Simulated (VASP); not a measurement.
# Rb (Im-3m) in VASP: notebook, part 2 of 2

VASP 6.6.1. The steps go on from the part before.

## 4. Single point, r2SCAN

POSCAR

```
Rb
1.0
   -2.8677202310      2.8677202310      2.8677202310
    2.8677202310     -2.8677202310      2.8677202310
    2.8677202310      2.8677202310     -2.8677202310
Rb
1
Direct
    0.0000000000      0.0000000000      0.0000000000
```

INCAR.step1

```
SYSTEM = Rb
PREC = Accurate
ENCUT = 520
ISMEAR = 1
SIGMA = 0.6
LREAL = .FALSE.
LASPH = .TRUE.
NELM = 60
NBANDS = 10
GGA = PE
ALGO = Normal
EDIFF = 1E-4
LWAVE = .TRUE.
LCHARG = .FALSE.
```

INCAR.step2

```
SYSTEM = Rb
PREC = Accurate
ENCUT = 520
EDIFF = 1E-7
ISMEAR = 1
SIGMA = 0.6
LREAL = .FALSE.
LASPH = .TRUE.
NELM = 60
ALGO = Normal
ISIF = 2
LWAVE = .FALSE.
LCHARG = .TRUE.
METAGGA = R2SCAN
LMIXTAU = .TRUE.
LELF = .TRUE.
LVHAR = .TRUE.
NBANDS = 10
ISTART = 1
```

KPOINTS

```
regular mesh
0
G
  8 8 8
  0 0 0
```

Potentials or basis: VASP PAW PBE potentials, release 64 (Rb_sv).

The run is started by

```
cat potpaw_PBE.64/Rb_sv/POTCAR > POTCAR
cp INCAR.step1 INCAR
mpirun -np 1 vasp_std > vasp.out
cp INCAR.step2 INCAR
mpirun -np 1 vasp_std > vasp.out
```

OUTCAR:

```text
SYSTEM = Rb
   PREC = Accurate
   ENCUT = 520
   EDIFF = 1E-7
   ISMEAR = 1
   LREAL = .FALSE.
   LASPH = .TRUE.
   NELM = 60
   ISIF = 2
   METAGGA = R2SCAN
   ISTART = 1

 ion  position               nearest neighbor table
   1  0.000  0.000  0.000-

  LATTYP: Found a body centered cubic cell.
 ALAT       =     5.7354404620

  Lattice vectors:

 A1 = (  -2.8677202310,   2.8677202310,   2.8677202310)
 A2 = (   2.8677202310,  -2.8677202310,   2.8677202310)
 A3 = (   2.8677202310,   2.8677202310,  -2.8677202310)

Analysis of symmetry for initial positions (statically):
=====================================================================
 Subroutine PRICEL returns:
 Original cell was already a primitive cell.

 Routine SETGRP: Setting up the symmetry group for a
 body centered cubic supercell.

 Subroutine GETGRP returns: Found 48 space group operations
 (whereof 48 operations were pure point group operations)
 out of a pool of 48 trial point group operations.

The static configuration has the point symmetry O_h .

Analysis of symmetry for dynamics (positions and initial velocities):
=====================================================================
 Subroutine PRICEL returns:
 Original cell was already a primitive cell.

 Routine SETGRP: Setting up the symmetry group for a
 body centered cubic supercell.

 Subroutine GETGRP returns: Found 48 space group operations
 (whereof 48 operations were pure point group operations)
 out of a pool of 48 trial point group operations.

The dynamic configuration has the point symmetry O_h .

 Subroutine INISYM returns: Found 48 space group operations
 (whereof 48 operations are pure point group operations),
 and found     1 'primitive' translations

----------------------------------------------------------------------------------------

                                     Primitive cell

[... 112 lines left out ...]
   LORBIT       =      0    0 simple, 1 ext, 2 COOP (PROOUT), +10 PAW based schemes
   METAGGA = R2SCAN    functional components
   LHFCALC =     F    Hartree Fock is set to
   AEXX    =    0.0000 exact exchange contribution
   IVDW    =     0    specifies the selected vdW correction
   LEPSILON=     F    determine dielectric tensor
   LRPA    =     F    only Hartree local field effects (RPA)
 non-spin polarized calculation
 Methfessel and Paxton  Order N= 1 SIGMA  =   0.60
  energy-cutoff  :      520.00
  volume of cell :       94.33
 maximum number of plane-waves:      2556
 NGX is ok and might be reduce to    40
   NGX = 19   NGY = 19   NGZ = 19

 number of electron       9.0000000 magnetization

 Free energy of the ion-electron system (eV)
  ---------------------------------------------------
  ext. energy  EPLUGINS =         0.00000000
  ---------------------------------------------------
  free energy    TOTEN  =       -13.91822716 eV

  energy without entropy =      -13.91984636  energy(sigma->0) =      -13.91876689

 E-fermi :   0.0022     XC(G=0):  -5.6347

 val. band max:       -0.0318404438   @ k =   0.2500   0.2500   0.0000
 cond. band min:       0.0942765162   @ k =  -0.3750   0.3750   0.2500
 fundamental gap:      0.1261169600
 Fermi energy:         0.0022203916

 k-point     1 :       0.0000    0.0000    0.0000
  band No.  band energies     occupation
      1     -30.1071      2.00000
      2     -13.5994      2.00000
      3     -13.5994      2.00000
      4     -13.5994      2.00000
      5      -2.0555      2.00001
      6       4.0689     -0.00000
      7       4.0689     -0.00000
      8       4.0689     -0.00000
      9       5.0265     -0.00000
     10       5.0265     -0.00000
[... 287 lines left out ...]
 k-point    24 :      -0.3750    0.3750    0.2500
  band No.  band energies     occupation
      1     -30.1023      2.00000
      2     -13.6637      2.00000
      3     -13.6397      2.00000
      4     -13.6313      2.00000
      5       0.0943      0.74368
      6       1.7894     -0.00021
      7       3.1766     -0.00000
      8       3.1878     -0.00000
      9       4.3777     -0.00000
     10       5.5775     -0.00000

 [... further k-points ...]

------------------------ aborting loop because EDIFF is reached ----------------------------------------

  FORCE on cell =-STRESS in cart. coord.  units (eV):
  Direction    XX          YY          ZZ          XY          YZ          ZX
  --------------------------------------------------------------------------------------
  -------------------------------------------------------------------------------------
  Total        0.0087972      0.0087972      0.0087972     -0.0000000     -0.0000000      0.0000000
  in kB        0.1494112      0.1494112      0.1494112     -0.0000000     -0.0000000      0.0000000
  external PRESSURE =       0.1494112 kB  Pullay stress =       0.0000000 kB

 VOLUME and BASIS-vectors are now :
 -----------------------------------------------------------------------------
  energy-cutoff  :      520.00
  volume of cell :       94.33
      direct lattice vectors                 reciprocal lattice vectors
    -2.867720231  2.867720231  2.867720231     0.000000000  0.174354525  0.174354525
     2.867720231 -2.867720231  2.867720231     0.174354525  0.000000000  0.174354525
     2.867720231  2.867720231 -2.867720231     0.174354525  0.174354525  0.000000000

 POSITION                                       TOTAL-FORCE (eV/Angst)
 -----------------------------------------------------------------------------------
      0.00000      0.00000      0.00000         0.000000     -0.000000      0.000000
 -----------------------------------------------------------------------------------
    total drift:                                0.000000      0.000000     -0.000000

  FREE ENERGIE OF THE ION-ELECTRON SYSTEM (eV)
  ---------------------------------------------------
  free  energy   TOTEN  =       -13.9182271553 eV

  energy  without entropy=      -13.9198463588  energy(sigma->0) =      -13.91876689
```

OUTCAR.step1:

```text
SYSTEM = Rb
   PREC = Accurate
   ENCUT = 520
   ISMEAR = 1
   LREAL = .FALSE.
   LASPH = .TRUE.
   NELM = 60
[... 529 lines left out ...]
 -----------------------------------------------------------------------------------
      0.00000      0.00000      0.00000         0.000000     -0.000000     -0.000000
 -----------------------------------------------------------------------------------
    total drift:                               -0.000000      0.000000     -0.000000

  FREE ENERGIE OF THE ION-ELECTRON SYSTEM (eV)
  ---------------------------------------------------
  free  energy   TOTEN  =        -0.9357039739 eV

  energy  without entropy=       -0.9356130173  energy(sigma->0) =       -0.93567366
```

OSZICAR.step1:

```text
N       E                     dE             d eps       ncg     rms          rms(c)
DAV:   1     0.428083469856E+02    0.42808E+02   -0.32578E+03   580   0.644E+02
DAV:   2     0.200786035551E+01   -0.40800E+02   -0.39604E+02   646   0.120E+02
DAV:   3    -0.810168157768E+00   -0.28180E+01   -0.28123E+01   818   0.322E+01
DAV:   4    -0.932018523774E+00   -0.12185E+00   -0.12156E+00   776   0.576E+00
DAV:   5    -0.933969196218E+00   -0.19507E-02   -0.19506E-02   810   0.731E-01    0.113E+00
DAV:   6    -0.934630802361E+00   -0.66161E-03   -0.21964E-03   816   0.258E-01    0.681E-01
DAV:   7    -0.935571151806E+00   -0.94035E-03   -0.29082E-03   680   0.310E-01    0.456E-02
DAV:   8    -0.935689047869E+00   -0.11790E-03   -0.10395E-04   662   0.775E-02    0.226E-02
DAV:   9    -0.935703973939E+00   -0.14926E-04   -0.14698E-05   338   0.312E-02
   1 F= -.93570397E+00 E0= -.93567366E+00  d E =-.909566E-04
```

Run time: 4.4 min. Hardware: 1 thread of Intel Xeon 8259CL, shared host; peak memory 0.25 GiB.

What came out:

```yaml
Free_energy: -13.9182 eV
Pressure: 0.0 GPa
Band_gap_on_the_k_mesh: zero (an odd number of electrons rules out a gap without spin polarisation)
```

Levels at points of the mesh, in eV from the Fermi level:
| k point | band 2 | band 3 | band 4 | band 5 | band 6 | band 7 |
| --- | --- | --- | --- | --- | --- | --- |
| (0.00, 0.00, 0.00) | -13.60 | -13.60 | -13.60 | -2.06 | 4.07 | 4.07 |
| (0.50, 0.00, 0.00) | -13.69 | -13.63 | -13.60 | 0.35 | 0.68 | 2.85 |
| (0.50, 0.50, 0.50) | -13.66 | -13.66 | -13.66 | 1.33 | 1.33 | 3.41 |

Caveat: so wide a smearing shifts energies and pressures; the PAW data sets were made with another functional, which shifts forces and pressure a little.

## 5. Single point, r2SCAN

POSCAR is that of step 4.

INCAR.step1

```
SYSTEM = Rb
PREC = Accurate ; ENCUT = 520
ISMEAR = 1 ; SIGMA = 1.0
LREAL = .False. ; LASPH = .True.
NELM = 100 ; NBANDS = 10
GGA = PE ; ALGO = Normal
EDIFF = 1E-4 ; LWAVE = .True.
LCHARG = .False.
```

INCAR.step2

```
SYSTEM = Rb
PREC = Accurate ; ENCUT = 520
EDIFF = 1E-6 ; ISMEAR = 1
SIGMA = 1.0 ; LREAL = .False.
LASPH = .True. ; NELM = 100
ALGO = Normal ; ISIF = 2
LWAVE = .False. ; LCHARG = .False.
METAGGA = R2SCAN ; LMIXTAU = .True.
NBANDS = 10 ; ISTART = 1
```

KPOINTS

```
Automatic mesh
0
Gamma
  8 8 8
  0 0 0
```

The run is started by

```
cat potpaw_PBE.64/Rb_sv/POTCAR > POTCAR
cp INCAR.step1 INCAR
mpirun -np 1 vasp_std > vasp.out
cp INCAR.step2 INCAR
mpirun -np 1 vasp_std > vasp.out
```

Run time: 3 min. Hardware: 1 thread of Intel Xeon 8259CL, shared host; peak memory 0.25 GiB.

It converged, with:

- Free energy: -13.9141 eV
- Pressure: 0.0 GPa
- Band gap on the k mesh: zero (an odd number of electrons rules out a gap without spin polarisation)

Levels at points of the mesh, in eV from the Fermi level:
| k point | band 2 | band 3 | band 4 | band 5 | band 6 | band 7 |
| --- | --- | --- | --- | --- | --- | --- |
| (0.00, 0.00, 0.00) | -13.60 | -13.60 | -13.60 | -2.06 | 4.06 | 4.06 |
| (0.50, 0.00, 0.00) | -13.69 | -13.63 | -13.61 | 0.34 | 0.68 | 2.85 |
| (0.50, 0.50, 0.50) | -13.67 | -13.67 | -13.67 | 1.33 | 1.33 | 3.41 |

Caveat: so wide a smearing shifts energies and pressures; the PAW data sets were made with another functional, which shifts forces and pressure a little.

## 6. Single point, r2SCAN

POSCAR is that of step 5.

INCAR.step1

```
ALGO = Normal
EDIFF = 1E-4
ENCUT = 520
GGA = PE
ISMEAR = 1
LASPH = True
LCHARG = False
LREAL = False
LWAVE = True
NBANDS = 10
NELM = 100
PREC = Accurate
SIGMA = 0.01
```

INCAR.step2

```
ALGO = Normal
EDIFF = 1E-6
ENCUT = 520
ISIF = 2
ISMEAR = 1
ISTART = 1
LASPH = True
LCHARG = False
LMIXTAU = True
LREAL = False
LWAVE = False
METAGGA = R2SCAN
NBANDS = 10
NELM = 100
PREC = Accurate
SIGMA = 0.01
```

KPOINTS

```
k-points
0
Gamma
  8 8 8
```

Potentials or basis: VASP PAW PBE potentials, release 64 (Rb_sv).

The run is started by

```
cat potpaw_PBE.64/Rb_sv/POTCAR > POTCAR
cp INCAR.step1 INCAR
mpirun -np 1 vasp_std > vasp.out
cp INCAR.step2 INCAR
mpirun -np 1 vasp_std > vasp.out
```

OUTCAR:

```text
EDIFF = 1E-6
   ENCUT = 520
   ISIF = 2
   ISMEAR = 1
   ISTART = 1
   LASPH = True
   LREAL = False
   METAGGA = R2SCAN
   NELM = 100
   PREC = Accurate

 ion  position               nearest neighbor table
   1  0.000  0.000  0.000-

  LATTYP: Found a body centered cubic cell.
 ALAT       =     5.7354404620

  Lattice vectors:

 A1 = (  -2.8677202310,   2.8677202310,   2.8677202310)
 A2 = (   2.8677202310,  -2.8677202310,   2.8677202310)
[... 492 lines left out ...]
     10       5.5773      0.00000

 [... further k-points ...]

------------------------ aborting loop because EDIFF is reached ----------------------------------------

  FORCE on cell =-STRESS in cart. coord.  units (eV):
  Direction    XX          YY          ZZ          XY          YZ          ZX
  --------------------------------------------------------------------------------------
  -------------------------------------------------------------------------------------
  Total        0.0162396      0.0162396      0.0162396      0.0000000     -0.0000000      0.0000000
  in kB        0.2758129      0.2758129      0.2758129      0.0000000     -0.0000000      0.0000000
  external PRESSURE =       0.2758129 kB  Pullay stress =       0.0000000 kB

 VOLUME and BASIS-vectors are now :
 -----------------------------------------------------------------------------
  energy-cutoff  :      520.00
  volume of cell :       94.33
      direct lattice vectors                 reciprocal lattice vectors
    -2.867720231  2.867720231  2.867720231     0.000000000  0.174354525  0.174354525
     2.867720231 -2.867720231  2.867720231     0.174354525  0.000000000  0.174354525
     2.867720231  2.867720231 -2.867720231     0.174354525  0.174354525  0.000000000

 POSITION                                       TOTAL-FORCE (eV/Angst)
 -----------------------------------------------------------------------------------
      0.00000      0.00000      0.00000         0.000000      0.000000     -0.000000
 -----------------------------------------------------------------------------------
    total drift:                                0.000000      0.000000     -0.000000

  FREE ENERGIE OF THE ION-ELECTRON SYSTEM (eV)
  ---------------------------------------------------
  free  energy   TOTEN  =       -13.9114751778 eV

  energy  without entropy=      -13.9113698163  energy(sigma->0) =      -13.91144006
```

OUTCAR.step1:

```text
EDIFF = 1E-4
   ENCUT = 520
   GGA = PE
   ISMEAR = 1
   LASPH = True
   LREAL = False
[... 527 lines left out ...]

 POSITION                                       TOTAL-FORCE (eV/Angst)
 -----------------------------------------------------------------------------------
      0.00000      0.00000      0.00000         0.000000      0.000000      0.000000
 -----------------------------------------------------------------------------------
    total drift:                               -0.000000      0.000000     -0.000000

  FREE ENERGIE OF THE ION-ELECTRON SYSTEM (eV)
  ---------------------------------------------------
  free  energy   TOTEN  =        -0.9281545768 eV

  energy  without entropy=       -0.9280370912  energy(sigma->0) =       -0.92811541
```

Wall time 3.3 min (1 thread of Intel Xeon 8259CL, shared host); peak memory 0.26 GiB.

Results:

- Free energy: -13.9115 eV
- Pressure: 0.0 GPa
- Band gap on the k mesh: zero (an odd number of electrons rules out a gap without spin polarisation)

Caveat: the PAW data sets were made with another functional, which shifts forces and pressure a little.

## 7. The runs side by side

| smearing | gap on the mesh (eV) | pressure (GPa) |
| --- | --- | --- |
| methfessel-paxton 0.2 eV | none | 0.0 |
| methfessel-paxton 0.3 eV | none | 0.0 |
| methfessel-paxton 0.6 eV | none | 0.0 |
| methfessel-paxton 1 eV | none | 0.0 |
| methfessel-paxton 0.01 eV | none | 0.0 |

Alike in all rows: task single point; level r2SCAN; potentials or basis VASP PAW PBE potentials, release 64 (Rb_sv); no spin polarisation; cell as given; k mesh 8 × 8 × 8; cutoff (eV) 520.

Caveats: the PAW data sets were made with another functional, which shifts forces and pressure a little; so wide a smearing shifts energies and pressures (at least some runs).

Total energies depend on the potentials used, so only differences within one code and one set of settings carry meaning.
